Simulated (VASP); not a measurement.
Runs of VASP 6.6.1 on Se. The structure is that of space group Im-3m (No. 229), or close to it. The cells are those of the table. 

| task | cell | cutoff (eV) | gap on the mesh (eV) | pressure (GPa) |
| --- | --- | --- | --- | --- |
| relaxation of cell and atoms | relaxed to 220 GPa from a = 2.378 Å, angles 109.5°, 1 atom | 600 | none | 220.0 |
| single point | a = 2.982 Å, angles 109.5°, 1 atom | 520 | none | (a) |
| relaxation of cell and atoms | relaxed to 220 GPa from a = 2.376 Å, angles 109.5°, 1 atom | 600 | none | 220.0 |
| single point | a = 2.376 Å, angles 109.5°, 1 atom | 520 | none | 223.3 |
| relaxation of cell and atoms | relaxed from a = 3.010 Å, angles 109.5°, 1 atom | 600 | none | 0.0 |

Alike in all rows: level PBE; potentials or basis VASP PAW PBE potentials, release 64 (Se); no spin polarisation; k mesh 19 × 19 × 19; smearing fermi-dirac 0.1 eV.

Question: Fill in the values left out.

Answer: (a) -0.1.

Caveats: the cell is relaxed towards a set pressure, so the enthalpy falls and the energy may rise (some runs).

A k mesh can miss the band edges, and the runs leave out spin-orbit coupling on Se.

A gap of «none» marks levels without a gap at the run's occupations.
